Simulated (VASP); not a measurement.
Set up this calculation in VASP 6.6.1, as the native input.

```
Task                   : single point
Functional             : revPBE
Potentials or basis    : VASP PAW PBE potentials, release 64 (C)
Cutoff                 : 520 eV
k mesh                 : 12 × 12 × 1
Occupations            : fermi-dirac, width 0.05 eV
Spin                   : no spin polarisation
Dipole correction      : yes
Further INCAR settings : ALGO = Normal; EDIFF = 1e-06; NBANDS = 26
```

The structure of C lies in POSCAR:

```
C
1.0
    2.4699988104      0.0000000000      0.0000000000
   -1.2349994052      2.1390817171      0.0000000000
    0.0000000000      0.0000000000     25.2189500000
C
8
Direct
    0.0000000000      0.0000000000      0.2973954110
    0.6666666667      0.3333333334      0.2987416209
    0.0000000000      0.0000000000      0.4320164004
    0.3333333333      0.6666666666      0.4333626103
    0.0000000000      0.0000000000      0.5666373897
    0.6666666667      0.3333333334      0.5679835996
    0.0000000000      0.0000000000      0.7012583791
    0.3333333333      0.6666666666      0.7026045890
```

These files were run (other wordings do the same):

INCAR

```
SYSTEM = C
ALGO = Normal
DIPOL = 0.5 0.5 0.500
EDIFF = 1E-6
ENCUT = 520
GGA = RE
IDIPOL = 3
ISIF = 2
ISMEAR = -1
LASPH = .True.
LCHARG = .False.
LDIPOL = .True.
LREAL = .False.
LWAVE = .False.
NBANDS = 26
NELM = 100
PREC = Accurate
SIGMA = 0.05
```

KPOINTS

```
k-points
0
Gamma
  12 12 1
  0 0 0
```

Potentials or basis: VASP PAW PBE potentials, release 64 (C).

The run is started by

```bash
$ cat potpaw_PBE.64/C/POTCAR > POTCAR
$ mpirun -np 1 vasp_std > vasp.out
```

Results of the run:

```yaml
Largest_force: 0.643 eV/Å
```

Caveat: the PAW data sets were made with another functional, which shifts forces and pressure a little.

Run time: 79 s on 1 thread of Intel(R) Xeon(R) Platinum 8259CL CPU @ 2.50GHz (Skylake/Cascade Lake) (shared host), peak memory 0.24 GiB.
